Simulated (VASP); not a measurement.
Runs of VASP 6.6.1 on Ge2Sb2Te5. The structure is that of space group P-3m1 (No. 164), or close to it. The cells are those of the table. 

| task | level | potentials or basis | cell | k mesh | cutoff (eV) | smearing | gap on the mesh (eV) | pressure (GPa) | largest force (eV/Å) |
| --- | --- | --- | --- | --- | --- | --- | --- | --- | --- |
| single point | LDA | VASP PAW LDA potentials, release 64 (Ge_d, Sb, Te) | a = 4.243, b = 4.243, c = 17.318 Å, angles 90.0, 90.0, 120.0°, 9 atoms | 12 × 12 × 2 | 520 | gaussian 0.01 eV | 0.45 | -1.9 | 0.09 |
| relaxation of cell and atoms | PBE+D3(BJ) | VASP PAW PBE potentials, release 64 (Ge_d, Sb, Te) | relaxed from a = 4.294, b = 4.294, c = 17.101 Å, angles 90.0, 90.0, 120.0°, 9 atoms | 6 × 6 × 2 | 600 | fermi-dirac 0.02 eV | 0.14 | 0.0 | - |
| single point | PBE | VASP PAW PBE potentials, release 64 (Ge_d, Sb, Te) | a = 4.243, b = 4.243, c = 17.318 Å, angles 90.0, 90.0, 120.0°, 9 atoms | 12 × 12 × 2 | 520 | fermi-dirac 0.02 eV | 0.45 | 1.7 | (b) |
| single point | r2SCAN+rVV10 | VASP PAW PBE potentials, release 64 (Ge_d, Sb, Te) | a = 4.243, b = 4.243, c = 17.318 Å, angles 90.0, 90.0, 120.0°, 9 atoms | 6 × 6 × 2 | 520 | fermi-dirac 0.02 eV | 0.38 | 0.2 | (a) |
| single point | PBE+D3(BJ) | VASP PAW PBE potentials, release 64 (Ge_d, Sb, Te) | a = 4.230, b = 4.230, c = 16.909 Å, angles 90.0, 90.0, 120.0°, 9 atoms | 6 × 6 × 2 | 520 | fermi-dirac 0.02 eV | 0.14 | -0.1 | 0.03 |

Alike in all rows: no spin polarisation.

Problem. Fill in the values left out.

Solution. (a) 0.04; (b) 0.23.

Caveats: spin-orbit coupling is left out, which moves the levels of the heavy elements; this functional lacks dispersion, which binds the layers, so the pressure and a relaxed spacing across them are unreliable (some runs); the PAW data sets were made with another functional, which shifts forces and pressure a little (some runs).

A k mesh can miss the band edges, and the runs leave out spin-orbit coupling on Ge, Sb, Te.
